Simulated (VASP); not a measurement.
# MnS (Pm-3m) in VASP: notebook

MnS is run at these levels: LDA+U; tasks: single point.

All numbers are computed with VASP 6.6.1; they aren't measurements. Logs are shortened: lines on timing, memory, paths and dates and some standing lists are left out, and cuts for length are marked.

## Step 1: The cell of the first run

It takes space group Pm-3m (No. 221, cubic). Conventional cell: a = 3.099 Å, b = 3.099 Å, c = 3.099 Å, α = 90.00°, β = 90.00°, γ = 90.00°. Within 3.5 Å of Mn (site symmetry m-3m) lie 8 S at 2.68 Å and 6 Mn at 3.10 Å. S (site symmetry m-3m) has 8 Mn at 2.68 Å and 6 S at 3.10 Å within 3.5 Å.

## Step 2: Single point, LDA+U, collinear spin, ferromagnetic start

INCAR

```
SYSTEM = MnS
ALGO = Normal ; EDIFF = 1E-6
ENCUT = 520 ; GGA = CA
ISIF = 2 ; ISMEAR = 1
ISPIN = 2 ; LASPH = .TRUE.
LCHARG = .TRUE. ; LDAU = .TRUE.
LDAUJ = 0 0 ; LDAUL = 2 -1
LDAUPRINT = 1 ; LDAUTYPE = 2
LDAUU = 4.5 0 ; LELF = .TRUE.
LMAXMIX = 4 ; LORBIT = 11
LREAL = .FALSE. ; LVHAR = .TRUE.
LWAVE = .FALSE. ; MAGMOM = 2.8 0
NBANDS = 20 ; NELM = 150
PREC = Accurate ; SIGMA = 0.2
```

KPOINTS

```
Automatic mesh
0
Gamma
  6 6 6
  0.5 0.5 0.5
```

POSCAR

```
MnS
1.0
    3.0990400000      0.0000000000      0.0000000000
    0.0000000000      3.0990400000      0.0000000000
    0.0000000000      0.0000000000      3.0990400000
Mn S
1 1
Direct
    0.5000000000      0.5000000000      0.5000000000
    0.0000000000      0.0000000000      0.0000000000
```

Potentials or basis: VASP PAW LDA potentials, release 64 (Mn_pv, S).

On the command line:

```sh
cat potpaw_LDA.64/Mn_pv/POTCAR potpaw_LDA.64/S/POTCAR > POTCAR
mpirun -np 1 vasp_std > vasp.out
```

OUTCAR:

```text
SYSTEM = MnS
   EDIFF = 1E-6
   ENCUT = 520
   GGA = CA
   ISIF = 2
   ISMEAR = 1
   ISPIN = 2
   LASPH = .TRUE.
   LORBIT = 11
   LREAL = .FALSE.
   NELM = 150
   PREC = Accurate

 ion  position               nearest neighbor table
   1  0.500  0.500  0.500-   2 2.68   2 2.68   2 2.68   2 2.68   2 2.68   2 2.68   2 2.68   2 2.68

   2  0.000  0.000  0.000-   1 2.68   1 2.68   1 2.68   1 2.68   1 2.68   1 2.68   1 2.68   1 2.68

  LATTYP: Found a simple cubic cell.
 ALAT       =     3.0990400000

  Lattice vectors:

 A1 = (   3.0990400000,   0.0000000000,   0.0000000000)
 A2 = (   0.0000000000,   3.0990400000,   0.0000000000)
 A3 = (   0.0000000000,   0.0000000000,   3.0990400000)

Analysis of symmetry for initial positions (statically):
=====================================================================
 Subroutine PRICEL returns:
 Original cell was already a primitive cell.

 Routine SETGRP: Setting up the symmetry group for a
 simple cubic supercell.

 Subroutine GETGRP returns: Found 48 space group operations
 (whereof 48 operations were pure point group operations)
 out of a pool of 48 trial point group operations.

The static configuration has the point symmetry O_h .

Analysis of symmetry for dynamics (positions and initial velocities):
=====================================================================
 Subroutine PRICEL returns:
 Original cell was already a primitive cell.

 Routine SETGRP: Setting up the symmetry group for a
 simple cubic supercell.

 Subroutine GETGRP returns: Found 48 space group operations
 (whereof 48 operations were pure point group operations)
 out of a pool of 48 trial point group operations.

The dynamic configuration has the point symmetry O_h .

Analysis of structural, dynamic, and magnetic symmetry:
=====================================================================
 Subroutine PRICEL returns:
 Original cell was already a primitive cell.

 Routine SETGRP: Setting up the symmetry group for a
 simple cubic supercell.

 Subroutine GETGRP returns: Found 48 space group operations
 (whereof 48 operations were pure point group operations)
 out of a pool of 48 trial point group operations.

The overall configuration has the point symmetry O_h .

 Subroutine INISYM returns: Found 48 space group operations
 (whereof 48 operations are pure point group operations),
 and found     1 'primitive' translations

----------------------------------------------------------------------------------------

                                     Primitive cell

  volume of cell :      29.7633

  direct lattice vectors                    reciprocal lattice vectors
     3.099040000  0.000000000  0.000000000     0.322680572  0.000000000  0.000000000
     0.000000000  3.099040000  0.000000000     0.000000000  0.322680572  0.000000000
     0.000000000  0.000000000  3.099040000     0.000000000  0.000000000  0.322680572

  length of vectors
     3.099040000  3.099040000  3.099040000     0.322680572  0.322680572  0.322680572

  position of ions in fractional coordinates (direct lattice)
     0.500000000  0.500000000  0.500000000
     0.000000000  0.000000000  0.000000000

  ion indices of the primitive-cell ions
   primitive index   ion index
                 1           1
                 2           2

----------------------------------------------------------------------------------------

 KPOINTS: Automatic mesh

Automatic generation of k-mesh.
 Grid dimensions read from file:
 generate k-points for:    6    6    6

 Generating k-lattice:
[... 55 lines left out ...]
   POTIM  = 0.5000    time-step for ionic-motion
   TEBEG  =    0.0;   TEEND  =   0.0 temperature during run
   PSTRESS=    0.0 pullay stress
   NELECT =      19.0000    total number of electrons
   NUPDOWN=      -1.0000    fix difference up-down
   EMIN   =  10.00;   EMAX   =-10.00  energy-range for DOS
   EFERMI =   0.00;   METHOD = LEGACY
   ISMEAR =     1;   SIGMA  =   0.20  broadening in eV -4-tet -1-fermi 0-gaus
   EFERMI_NEDOS =   21; number of points for ismear=-14 and -15
   IALGO  =     38    algorithm
   IMIX   =      4    mixing-type and parameters
     AMIX     =   0.40;   BMIX     =  1.00
     AMIX_MAG =   1.60;   BMIX_MAG =  1.00
  volume/ion in A,a.u.               =      14.88       100.43
  Fermi-wavevector in a.u.,A,eV,Ry     =   1.409610  2.663776 27.034766  1.986999
  Thomas-Fermi vector in A             =   2.531648
   LORBIT       =     11    0 simple, 1 ext, 2 COOP (PROOUT), +10 PAW based schemes
 LDA+U is selected, type is set to LDAUTYPE =  2
   angular momentum for each species LDAUL =     2   -1
   U (eV)           for each species LDAUU =   4.5  0.0
   J (eV)           for each species LDAUJ =   0.0  0.0
   GGA     = CA    functional components
   LHFCALC =     F    Hartree Fock is set to
   AEXX    =    0.0000 exact exchange contribution
   IVDW    =     0    specifies the selected vdW correction
   LEPSILON=     F    determine dielectric tensor
   LRPA    =     F    only Hartree local field effects (RPA)
 spin polarized calculation
 Methfessel and Paxton  Order N= 1 SIGMA  =   0.20
  energy-cutoff  :      520.00
  volume of cell :       29.76
 maximum number of plane-waves:       811
 NGX is ok and might be reduce to    24
   NGX = 11   NGY = 11   NGZ = 11

atom =   1  type =  1  l = 2

 onsite density matrix

spin component  1

  0.9440  0.0000 -0.0000 -0.0000  0.0000
  0.0000  0.9440  0.0000 -0.0000  0.0000
 -0.0000  0.0000  0.9232 -0.0000  0.0000
 -0.0000 -0.0000 -0.0000  0.9440 -0.0000
  0.0000  0.0000  0.0000 -0.0000  0.9232

spin component  2

  0.0719 -0.0000  0.0000  0.0000  0.0000
 -0.0000  0.0719  0.0000  0.0000 -0.0000
  0.0000  0.0000  0.0360  0.0000 -0.0000
  0.0000  0.0000  0.0000  0.0719  0.0000
  0.0000 -0.0000 -0.0000  0.0000  0.0360

 occupancies and eigenvectors

  o =  0.0360  v =  0.0000  0.0000  0.0000  0.0000  0.0000  0.0000 -0.0000 -0.0641  0.0000 -0.9979      0.0000  0.0000  0.0000  0.0000  0.0000  0.0000  0.0000  0.0000  0.0000  0.0000
  o =  0.0360  v =  0.0000  0.0000  0.0000  0.0000  0.0000  0.0000  0.0000 -0.9979  0.0000  0.0641      0.0000  0.0000  0.0000  0.0000  0.0000  0.0000  0.0000  0.0000  0.0000  0.0000
  o =  0.0719  v =  0.0000  0.0000  0.0000  0.0000  0.0000 -0.0285 -0.1471  0.0000  0.9887  0.0000      0.0000  0.0000  0.0000  0.0000  0.0000  0.0000  0.0000  0.0000  0.0000  0.0000
  o =  0.0719  v =  0.0000  0.0000  0.0000  0.0000  0.0000 -0.0024  0.9891  0.0000  0.1471 -0.0000      0.0000  0.0000  0.0000  0.0000  0.0000  0.0000  0.0000  0.0000  0.0000  0.0000
  o =  0.0719  v =  0.0000  0.0000  0.0000  0.0000  0.0000 -0.9996  0.0019 -0.0000 -0.0285 -0.0000      0.0000  0.0000  0.0000  0.0000  0.0000  0.0000  0.0000  0.0000  0.0000  0.0000
  o =  0.9232  v =  0.0000  0.0000 -1.0000 -0.0000  0.0097  0.0000  0.0000  0.0000  0.0000  0.0000      0.0000  0.0000  0.0000  0.0000  0.0000  0.0000  0.0000  0.0000  0.0000  0.0000
  o =  0.9232  v =  0.0000  0.0000  0.0097  0.0000  1.0000  0.0000  0.0000  0.0000  0.0000  0.0000      0.0000  0.0000  0.0000  0.0000  0.0000  0.0000  0.0000  0.0000  0.0000  0.0000
  o =  0.9440  v =  0.0000 -0.6832 -0.0000  0.7302  0.0000  0.0000  0.0000  0.0000  0.0000  0.0000      0.0000  0.0000  0.0000  0.0000  0.0000  0.0000  0.0000  0.0000  0.0000  0.0000
  o =  0.9440  v =  0.0000 -0.7302 -0.0000 -0.6832  0.0000  0.0000  0.0000  0.0000  0.0000  0.0000      0.0000  0.0000  0.0000  0.0000  0.0000  0.0000  0.0000  0.0000  0.0000  0.0000
  o =  0.9440  v =  1.0000  0.0000  0.0000  0.0000  0.0000  0.0000  0.0000  0.0000  0.0000  0.0000      0.0000  0.0000  0.0000  0.0000  0.0000  0.0000  0.0000  0.0000  0.0000  0.0000

 number of electron      18.9999977 magnetization       4.7789556

 Free energy of the ion-electron system (eV)
  ---------------------------------------------------
  ext. energy  EPLUGINS =         0.00000000
  ---------------------------------------------------
  free energy    TOTEN  =       -12.46855976 eV

  energy without entropy =      -12.46211990  energy(sigma->0) =      -12.46641314

 E-fermi :   8.5458     XC(G=0): -11.8970

 val. band max:        8.4532962280   @ k =   0.4167   0.2500   0.0833
 cond. band min:       8.5581105619   @ k =   0.4167   0.0833   0.0833
 fundamental gap:      0.1048143339
 Fermi energy:         8.5458276861

 spin component 1

 k-point     1 :       0.0833    0.0833    0.0833
  band No.  band energies     occupation
      1     -41.9065      1.00000
      2     -41.9063      1.00000
      3     -41.9063      1.00000
      4      -6.5804      1.00000
      5       2.5329      1.00000
      6       2.5329      1.00000
[... 206 lines left out ...]
      6       1.2348      1.00000
[... 12 lines left out ...]
     19      26.9741      0.00000
     20      30.3493      0.00000
 Fermi energy:         8.5458276861

 spin component 2

 k-point     1 :       0.0833    0.0833    0.0833
  band No.  band energies     occupation
      1     -37.5516      1.00000
      2     -37.5513      1.00000
      3     -37.5513      1.00000
      4      -6.2735      1.00000
      5       6.2327      1.00000
      6       6.3639      1.00000
[... 219 lines left out ...]
     19      28.3172      0.00000
     20      31.2122      0.00000

------------------------ aborting loop because EDIFF is reached ----------------------------------------

  FORCE on cell =-STRESS in cart. coord.  units (eV):
  Direction    XX          YY          ZZ          XY          YZ          ZX
  --------------------------------------------------------------------------------------
  -------------------------------------------------------------------------------------
  Total        1.5889326      1.5889326      1.5889326     -0.0000000      0.0000000      0.0000000
  in kB       85.5331592     85.5331592     85.5331592     -0.0000000      0.0000000      0.0000000
  external PRESSURE =      85.5331592 kB  Pullay stress =       0.0000000 kB

 VOLUME and BASIS-vectors are now :
 -----------------------------------------------------------------------------
  energy-cutoff  :      520.00
  volume of cell :       29.76
      direct lattice vectors                 reciprocal lattice vectors
     3.099040000  0.000000000  0.000000000     0.322680572  0.000000000  0.000000000
     0.000000000  3.099040000  0.000000000     0.000000000  0.322680572  0.000000000
     0.000000000  0.000000000  3.099040000     0.000000000  0.000000000  0.322680572

 POSITION                                       TOTAL-FORCE (eV/Angst)
 -----------------------------------------------------------------------------------
      1.54952      1.54952      1.54952         0.000000      0.000000      0.000000
      0.00000      0.00000      0.00000         0.000000      0.000000      0.000000
 -----------------------------------------------------------------------------------
    total drift:                                0.000000      0.000000     -0.000000

  FREE ENERGIE OF THE ION-ELECTRON SYSTEM (eV)
  ---------------------------------------------------
  free  energy   TOTEN  =       -12.4685597620 eV

  energy  without entropy=      -12.4621199041  energy(sigma->0) =      -12.46641314

 total charge

# of ion       s       p       d       tot
------------------------------------------
    1        0.231   6.182   4.947  11.359
    2        1.357   2.405   0.000   3.762
--------------------------------------------------
tot          1.587   8.587   4.947  15.121

 magnetization (x)

# of ion       s       p       d       tot
------------------------------------------
    1        0.012   0.033   4.381   4.426
    2        0.025   0.075   0.000   0.100
--------------------------------------------------
tot          0.037   0.108   4.381   4.526
```

It took 10 s on 1 thread of Intel Xeon 8259CL, shared host; peak memory 0.14 GiB.

Results:

- Free energy: -12.4686 eV
- Pressure: 8.6 GPa
- Net moment: 4.78 μB per cell
- Site moments: Mn +4.43; S +0.10 μB
- Valence electrons inside the program's atomic spheres: Mn 11.36; S 3.76

Eigenvalues of the final occupation matrices:
| site | spin | trace | eigenvalues |
| --- | --- | --- | --- |
| site 1 d | 1 | 4.68 | 0.92 0.92 0.94 0.94 0.94 |
| site 1 d | 2 | 0.29 | 0.04 0.04 0.07 0.07 0.07 |

Caveat: the cell stands under pressure; a cell with one magnetic atom can't hold antiferromagnetic order, which such compounds often take. The state reached can hang on the start; a lower one may exist.

## Step 3: Single point, LDA+U, collinear spin, ferromagnetic start

INCAR

```
SYSTEM = MnS
PREC = Accurate
ENCUT = 520
EDIFF = 1E-6
ISMEAR = 1
SIGMA = 0.1
LREAL = .FALSE.
LASPH = .TRUE.
NELM = 150
ALGO = Normal
ISIF = 2
LWAVE = .FALSE.
LCHARG = .FALSE.
ISPIN = 2
MAGMOM = 2.8 0
LORBIT = 11
LMAXMIX = 4
LDAU = .TRUE.
LDAUTYPE = 2
LDAUL = 2 -1
LDAUU = 4.5 0
LDAUJ = 0 0
LDAUPRINT = 1
NBANDS = 20
```

KPOINTS is that of step 2.

POSCAR is that of step 2.

Potentials or basis: VASP PAW LDA potentials, release 64 (Mn_pv, S).

On the command line:

```sh
cat potpaw_LDA.64/Mn_pv/POTCAR potpaw_LDA.64/S/POTCAR > POTCAR
mpirun -np 1 vasp_std > vasp.out
```

Run time: 11 s. Hardware: 1 thread of Intel Xeon 8259CL, shared host; peak memory 0.14 GiB.

It converged, with:

* Free energy: -12.4658 eV
* Pressure: 8.5 GPa
* Net moment: 4.78 μB per cell
* Site moments: Mn +4.42; S +0.10 μB
* Valence electrons inside the program's atomic spheres: Mn 11.36; S 3.76

Levels at points of the mesh, in eV from the Fermi level:
Spin up:
| k point | band 9 | band 10 | band 11 | band 12 | band 13 | band 14 | band 15 | band 16 |
| --- | --- | --- | --- | --- | --- | --- | --- | --- |
| (0.08, 0.08, 0.08) | -4.88 | -2.28 | -1.78 | -1.78 | 2.99 | 6.83 | 6.83 | 11.77 |
Spin down:
| k point | band 5 | band 6 | band 7 | band 8 | band 9 | band 10 |
| --- | --- | --- | --- | --- | --- | --- |
| (0.08, 0.08, 0.08) | -2.28 | -2.15 | -2.15 | 0.81 | 0.81 | 2.75 |

Eigenvalues of the final occupation matrices:
```tsv
site	spin	trace	eigenvalues
site 1 d	1	4.68	0.92 0.92 0.94 0.94 0.94
site 1 d	2	0.29	0.04 0.04 0.07 0.07 0.07
```

Caveat: the cell stands under pressure; a cell with one magnetic atom can't hold antiferromagnetic order, which such compounds often take. The state reached can hang on the start; a lower one may exist.
